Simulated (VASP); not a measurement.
Here is a VASP 6.6.1 calculation.

POSCAR

```
Li2Se
1.0
    0.0000000000      3.0321646800      3.0321646800
    3.0321646800      0.0000000000      3.0321646800
    3.0321646800      3.0321646800      0.0000000000
Li Se
2 1
Direct
    0.2500000000      0.2500000000      0.2500000000
    0.7500000000      0.7500000000      0.7500000000
    0.0000000000      0.0000000000      0.0000000000
```

File INCAR.step1:

```
PREC = Accurate
ENCUT = 830
ISMEAR = -1
SIGMA = 0.02
LREAL = F
LASPH = T
NELM = 120
NBANDS = 13
GGA = PE
ALGO = Normal
EDIFF = 1E-5
LWAVE = T
LCHARG = F
GGA_COMPAT = F
```

File INCAR.step2:

```
PREC = Accurate
ENCUT = 830
EDIFF = 1E-6
ISMEAR = -1
SIGMA = 0.02
LREAL = F
LASPH = T
NELM = 120
ALGO = Normal
ISIF = 2
LWAVE = F
LCHARG = F
METAGGA = R2SCAN
LMIXTAU = T
NBANDS = 13
ISTART = 1
GGA_COMPAT = F
```

Contents of KPOINTS:

```
regular mesh
0
Gamma
  8 8 8
```

Potentials or basis: VASP PAW PBE potentials, release 64 (Li_sv, Se).

Command:

```bash
$ cat potpaw_PBE.64/Li_sv/POTCAR potpaw_PBE.64/Se/POTCAR > POTCAR
$ cp INCAR.step1 INCAR
$ mpirun -np 1 vasp_std > vasp.out
$ cp INCAR.step2 INCAR
$ mpirun -np 1 vasp_std > vasp.out
```

Problem. What does it give for the pressure?

Solution. -1.4 GPa.

Problem. Estimate the band gap on the k mesh.

Solution. 3.48 eV (least direct gap 4.00 eV).

Caveat: the PAW data sets were made with another functional, which shifts forces and pressure a little. r2SCAN opens gaps a little over a GGA but as a rule still falls short of measured ones.
